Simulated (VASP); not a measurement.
# Ga2O3 (C2/m) in VASP: notebook, part 2 of 2

VASP 6.6.1. Earlier steps stand in the parts before.

**4. Single point, r2SCAN**

This run uses another cell than the first one, of 10.65 Å³/atom.

Contents of POSCAR:

```
Ga2O3
1.0
    6.1474448873     -1.5286069156      0.0000000000
    6.1474448873      1.5286069156      0.0000000000
   -1.3951678978      0.0000000000      5.6672946507
Ga O
4 6
Direct
    0.3413400000      0.3413400000      0.6859800000
    0.6586600000      0.6586600000      0.3140200000
    0.9095000000      0.9095000000      0.2054000000
    0.0905000000      0.0905000000      0.7946000000
    0.5041000000      0.5041000000      0.7434000000
    0.4959000000      0.4959000000      0.2566000000
    0.8267000000      0.8267000000      0.4368000000
    0.1733000000      0.1733000000      0.5632000000
    0.8355000000      0.8355000000      0.8902000000
    0.1645000000      0.1645000000      0.1098000000
```

Contents of INCAR.step1:

```
  PREC = Accurate
  ENCUT = 520
  ISMEAR = -1
  SIGMA = 0.05
  LREAL = F
  LASPH = T
  NELM = 100
  NBANDS = 55
  GGA = PE
  ALGO = Normal
  EDIFF = 1E-4
  LWAVE = T
  LCHARG = F
```

Contents of INCAR.step2:

```
  PREC = Accurate
  ENCUT = 520
  EDIFF = 1E-6
  ISMEAR = -1
  SIGMA = 0.05
  LREAL = F
  LASPH = T
  NELM = 100
  ALGO = Normal
  ISIF = 2
  LWAVE = F
  LCHARG = F
  METAGGA = R2SCAN
  LMIXTAU = T
  NBANDS = 55
  ISTART = 1
```

Contents of KPOINTS:

```
regular mesh
0
Gamma
  9 9 5
```

Potentials or basis: VASP PAW PBE potentials, release 64 (Ga_d, O).

Command:

```
$ cat potpaw_PBE.64/Ga_d/POTCAR potpaw_PBE.64/O/POTCAR > POTCAR
$ cp INCAR.step1 INCAR
$ mpirun -np 1 vasp_std > vasp.out
$ cp INCAR.step2 INCAR
$ mpirun -np 1 vasp_std > vasp.out
```

OUTCAR:

```text
PREC = Accurate
   ENCUT = 520
   EDIFF = 1E-6
   ISMEAR = -1
   LREAL = F
   LASPH = T
   NELM = 100
   ISIF = 2
   METAGGA = R2SCAN
   ISTART = 1

 ion  position               nearest neighbor table
   1  0.341  0.341  0.686-   5 1.95   9 1.95   9 1.95   8 2.02   7 2.09   7 2.09
   2  0.659  0.659  0.314-   6 1.95  10 1.95  10 1.95   7 2.02   8 2.09   8 2.09
   3  0.910  0.910  0.205-   6 1.84   6 1.84   9 1.85   7 1.88
   4  0.090  0.090  0.795-   5 1.84   5 1.84  10 1.85   8 1.88
   5  0.504  0.504  0.743-   4 1.84   4 1.84   1 1.95
   6  0.496  0.496  0.257-   3 1.84   3 1.84   2 1.95
   7  0.827  0.827  0.437-   3 1.88   2 2.02   1 2.09   1 2.09
   8  0.173  0.173  0.563-   4 1.88   1 2.02   2 2.09   2 2.09
   9  0.836  0.836  0.890-   3 1.85   1 1.95   1 1.95
  10  0.164  0.164  0.110-   4 1.85   2 1.95   2 1.95

  LATTYP: Found a base centered monoclinic cell.
 ALAT       =    12.2948897746
 B/A-ratio  =     0.2486572785
 C/A-ratio  =     0.4747093499
 COS(beta)  =    -0.2390419096

  Lattice vectors:

 A1 = (   6.1474448873,  -1.5286069156,   0.0000000000)
 A2 = (   6.1474448873,   1.5286069156,   0.0000000000)
 A3 = (  -1.3951678978,   0.0000000000,   5.6672946507)

Analysis of symmetry for initial positions (statically):
=====================================================================
 Subroutine PRICEL returns:
 Original cell was already a primitive cell.

 Routine SETGRP: Setting up the symmetry group for a
 base centered monoclinic supercell.

 Subroutine GETGRP returns: Found  4 space group operations
 (whereof  4 operations were pure point group operations)
 out of a pool of  4 trial point group operations.

The static configuration has the point symmetry C_2h.

Analysis of symmetry for dynamics (positions and initial velocities):
=====================================================================
 Subroutine PRICEL returns:
 Original cell was already a primitive cell.

[... 149 lines left out ...]
   LHFCALC =     F    Hartree Fock is set to
   AEXX    =    0.0000 exact exchange contribution
   IVDW    =     0    specifies the selected vdW correction
   LEPSILON=     F    determine dielectric tensor
   LRPA    =     F    only Hartree local field effects (RPA)
 non-spin polarized calculation
  energy-cutoff  :      520.00
  volume of cell :      106.51
 maximum number of plane-waves:      2889
   NGX = 23   NGY = 23   NGZ = 21

 number of electron      88.0000013 magnetization

 Free energy of the ion-electron system (eV)
  ---------------------------------------------------
  ext. energy  EPLUGINS =         0.00000000
  ---------------------------------------------------
  free energy    TOTEN  =      -102.44551544 eV

  energy without entropy =     -102.44551544  energy(sigma->0) =     -102.44551544

 E-fermi :   4.3620     XC(G=0): -12.4304

 val. band max:        3.2630450029   @ k =  -0.4444   0.4444   0.4000
 cond. band min:       6.1515877737   @ k =   0.0000   0.0000   0.0000
 fundamental gap:      2.8885427709
 Fermi energy:         4.3620360531

 k-point     1 :       0.0000    0.0000    0.0000
  band No.  band energies     occupation
      1     -16.4564      2.00000
      2     -15.3586      2.00000
      3     -15.3281      2.00000
      4     -15.1845      2.00000
      5     -14.7552      2.00000
      6     -14.7319      2.00000
[... 1381 lines left out ...]
     54      16.2474      0.00000
     55      16.5549      0.00000

 [... further k-points ...]

------------------------ aborting loop because EDIFF is reached ----------------------------------------

  FORCE on cell =-STRESS in cart. coord.  units (eV):
  Direction    XX          YY          ZZ          XY          YZ          ZX
  --------------------------------------------------------------------------------------
  -------------------------------------------------------------------------------------
  Total       -0.6080321     -0.7579742     -0.8944717      0.0000000      0.0000000     -0.0521727
  in kB       -9.1462031    -11.4016773    -13.4549141      0.0000000      0.0000000     -0.7847979
  external PRESSURE =     -11.3342648 kB  Pullay stress =       0.0000000 kB

 VOLUME and BASIS-vectors are now :
 -----------------------------------------------------------------------------
  energy-cutoff  :      520.00
  volume of cell :      106.51
      direct lattice vectors                 reciprocal lattice vectors
     6.147444887 -1.528606916  0.000000000     0.081334605 -0.327095210  0.020022857
     6.147444887  1.528606916  0.000000000     0.081334605  0.327095210  0.020022857
    -1.395167898  0.000000000  5.667294651     0.000000000  0.000000000  0.176451034

 POSITION                                       TOTAL-FORCE (eV/Angst)
 -----------------------------------------------------------------------------------
      3.23968      0.00000      3.88765         0.002247      0.000000     -0.084966
      7.66004      0.00000      1.77964        -0.002247      0.000000      0.084966
     10.89563      0.00000      1.16406        -0.061789      0.000000     -0.059471
      0.00409      0.00000      4.50323         0.061789      0.000000      0.059471
      5.16069      0.00000      4.21307        -0.087021      0.000000      0.019689
      5.73904      0.00000      1.45423         0.087021      0.000000     -0.019689
      9.55478      0.00000      2.47547        -0.019407      0.000000      0.019704
      1.34495      0.00000      3.19182         0.019407      0.000000     -0.019704
      9.03040      0.00000      5.04503         0.055005      0.000000      0.078236
      1.86932      0.00000      0.62227        -0.055005      0.000000     -0.078236
 -----------------------------------------------------------------------------------
    total drift:                                0.000000      0.000000      0.000000

  FREE ENERGIE OF THE ION-ELECTRON SYSTEM (eV)
  ---------------------------------------------------
  free  energy   TOTEN  =      -102.4455154398 eV

  energy  without entropy=     -102.4455154398  energy(sigma->0) =     -102.44551544
```

Wall time 78 min (1 thread of Oxide Virtual Turin-like, shared host); peak memory 0.65 GiB.

Results:

- Free energy: -102.4455 eV
- Pressure: -1.1 GPa
- Largest force: 0.096 eV/Å
- Band gap on the k mesh: 2.89 eV (least direct gap 2.92 eV)

Forces in eV/Å, atoms in the order of the input:
```
Ga   0.002  0.000 -0.085
Ga  -0.002  0.000  0.085
Ga  -0.062  0.000 -0.059
Ga   0.062  0.000  0.059
O   -0.087  0.000  0.020
O    0.087  0.000 -0.020
O   -0.019  0.000  0.020
O    0.019  0.000 -0.020
O    0.055  0.000  0.078
O   -0.055  0.000 -0.078
```

Caveat: the PAW data sets were made with another functional, which shifts forces and pressure a little. r2SCAN opens gaps a little over a GGA but as a rule still falls short of measured ones.

**5. Single point, r2SCAN**

This run uses another cell than the first one, of 9.82 Å³/atom.

Changes to POSCAR since step 4:

```diff
@@ -2,5 +2,5 @@
 1.0
-    6.1474448873     -1.5286069156      0.0000000000
-    6.1474448873      1.5286069156      0.0000000000
-   -1.3951678978      0.0000000000      5.6672946507
+    5.9823323659     -1.4875504854      0.0000000000
+    5.9823323659      1.4875504854      0.0000000000
+   -1.3576954693      0.0000000000      5.5150783517
 Ga O
```

Contents of INCAR.step1:

```
PREC     = Accurate       # precision mode
ENCUT    = 520            # plane-wave cutoff, eV
ISMEAR   = -1             # smearing method
SIGMA    = 0.05           # smearing width, eV
LREAL    = F              # projectors in reciprocal space
LASPH    = T              # aspherical terms in the spheres
NELM     = 100            # most SCF steps
NBANDS   = 55             # bands
GGA      = PE             # functional
ALGO     = Normal         # electronic algorithm
EDIFF    = 1E-4           # SCF threshold, eV
LWAVE    = T              # write WAVECAR
LCHARG   = F              # write CHGCAR
```

Contents of INCAR.step2:

```
PREC     = Accurate       # precision mode
ENCUT    = 520            # plane-wave cutoff, eV
EDIFF    = 1E-6           # SCF threshold, eV
ISMEAR   = -1             # smearing method
SIGMA    = 0.05           # smearing width, eV
LREAL    = F              # projectors in reciprocal space
LASPH    = T              # aspherical terms in the spheres
NELM     = 100            # most SCF steps
ALGO     = Normal         # electronic algorithm
ISIF     = 2              # what is computed and relaxed
LWAVE    = F              # write WAVECAR
LCHARG   = F              # write CHGCAR
METAGGA  = R2SCAN         # meta-GGA
LMIXTAU  = T            
NBANDS   = 55             # bands
ISTART   = 1
```

KPOINTS is that of step 4.

Command:

```
$ cat potpaw_PBE.64/Ga_d/POTCAR potpaw_PBE.64/O/POTCAR > POTCAR
$ cp INCAR.step1 INCAR
$ mpirun -np 1 vasp_std > vasp.out
$ cp INCAR.step2 INCAR
$ mpirun -np 1 vasp_std > vasp.out
```

Wall time 1.8 h (1 thread of Oxide Virtual Turin-like, shared host); peak memory 0.6 GiB.

It converged, with:

| Property | Result |
| --- | --- |
| Free energy | -102.0047 eV |
| Pressure | 19.0 GPa |
| Largest force | 0.513 eV/Å |
| Band gap on the k mesh | 3.68 eV (least direct gap 3.68 eV) |

Forces on the atoms (eV/Å):
```
Ga  -0.015  0.000 -0.262
Ga   0.015  0.000  0.262
Ga  -0.324  0.000 -0.039
Ga   0.324  0.000  0.039
O   -0.491  0.000 -0.147
O    0.491  0.000  0.147
O    0.054  0.000  0.172
O   -0.054  0.000 -0.172
O   -0.452  0.000  0.089
O    0.452  0.000 -0.089
```

Stress tensor (GPa, compression positive):
```
17.94  0.00  0.21
 0.00 20.44  0.00
 0.21  0.00 18.60
```

Levels at points of the mesh, in eV from the valence-band top:
```csv
k point,band 42,band 43,band 44,band 45,band 46,band 47
"(0.00, 0.00, 0.00)",-0.49,-0.27,-0.01,3.68,6.96,7.84
```

Caveat: the cell stands under pressure; the PAW data sets were made with another functional, which shifts forces and pressure a little. A k mesh can miss the band edges.

**6. The runs side by side**

```csv
task,level,potentials or basis,cell,k mesh,cutoff (eV),gap on the mesh (eV),pressure (GPa),largest force (eV/Å)
single point,BLYP,"VASP PAW PBE potentials, release 64 (Ga_d, O)","a = 6.484, b = 6.484, c = 5.930 Å, angles 103.3, 103.3, 27.8°, 10 atoms, atomic positions A",9 × 9 × 5,520,1.87,1.8,0.10
relaxation of cell and atoms,LDA,"VASP PAW LDA potentials, release 64 (Ga_d, O)","relaxed from a = 6.293, b = 6.293, c = 5.798 Å, angles 103.4, 103.4, 27.9°, 10 atoms, atomic positions B",7 × 7 × 4,600,2.45,0.0,0.02
single point,r2SCAN,"VASP PAW PBE potentials, release 64 (Ga_d, O)","a = 6.335, b = 6.335, c = 5.836 Å, angles 103.4, 103.4, 27.9°, 10 atoms, atomic positions B",9 × 9 × 5,520,2.89,-1.1,0.10
single point,r2SCAN,"VASP PAW PBE potentials, release 64 (Ga_d, O)","a = 6.165, b = 6.165, c = 5.680 Å, angles 103.4, 103.4, 27.9°, 10 atoms, atomic positions B",9 × 9 × 5,520,3.68,19.0,0.51
```

Alike in all rows: no spin polarisation; smearing fermi-dirac 0.05 eV.

Caveats: the PAW data sets were made with another functional, which shifts forces and pressure a little (at least some runs); the cell stands under pressure (at least some runs).

Total energies depend on the potentials used, so only differences within one code and one set of settings carry meaning.
